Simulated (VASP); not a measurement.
The system is TlO2.

```
Tl O
1.0
     4.33563    0.00000    0.00000
    -2.16781    3.75477    0.00000
     0.00000    0.00000    3.03228
Tl O
1 2
Direct
  0.00000 0.00000 0.00000
  0.33333 0.66667 0.42000
  0.66667 0.33333 0.58000
```

- Program: VASP 6.6.1
- Task: relaxation of cell and atoms
- Functional: PBE
- Potentials or basis: VASP PAW PBE potentials, release 64 (Tl_d, O)
- Cutoff: 600 eV
- k mesh: 6 × 6 × 6
- Occupations: gaussian, width 0.1 eV
- Spin: no spin polarisation

At the start: pressure -12.4 GPa; volume 16.45 Å³/atom.

Task: Where does the relaxation end?

Result: Over 13 steps the energy falls by 880.2 meV/atom and the volume is 13.74 Å³/atom (-16.5 %); space group P-3m1 (No. 164, to 0.05 Å).

The path:
```tsv
step	energy change (eV)	largest force (eV/Å)	pressure (GPa)	volume (Å³)
1	0.0000	0.2919	-12.42	49.36
2	-1.1519	0.7093	-6.41	40.59
3	-1.3304	0.9826	1.26	37.56
4	-1.3374	1.0816	4.55	36.66
5	-1.5306	1.3179	2.40	37.35
6	-2.2020	1.5943	-2.06	39.10
7	-2.0744	1.1124	12.53	41.29
8	-2.5793	0.5434	0.82	40.12
9	-2.5846	0.3840	1.53	40.25
10	-2.6315	0.1850	-2.75	42.16
11	-2.6332	0.2163	-2.07	41.83
12	-2.6157	0.3612	4.47	40.14
13	-2.6407	0.0233	0.11	41.22
```

Final structure:
```
CELL_PARAMETERS angstrom
3.52121 0.00000 0.00000
-1.76060 3.04946 0.00000
0.00000 0.00000 3.83920
ATOMIC_POSITIONS crystal
Tl 0.00000 0.00000 0.00000
O 0.33333 0.66667 0.26963
O 0.66667 0.33333 0.73037
```

Caveat: the volume moved by over 15 % at a fixed basis, so the end points are rough; an odd number of electrons without spin polarisation forces a metal; a magnetic or distorted state may lie lower.
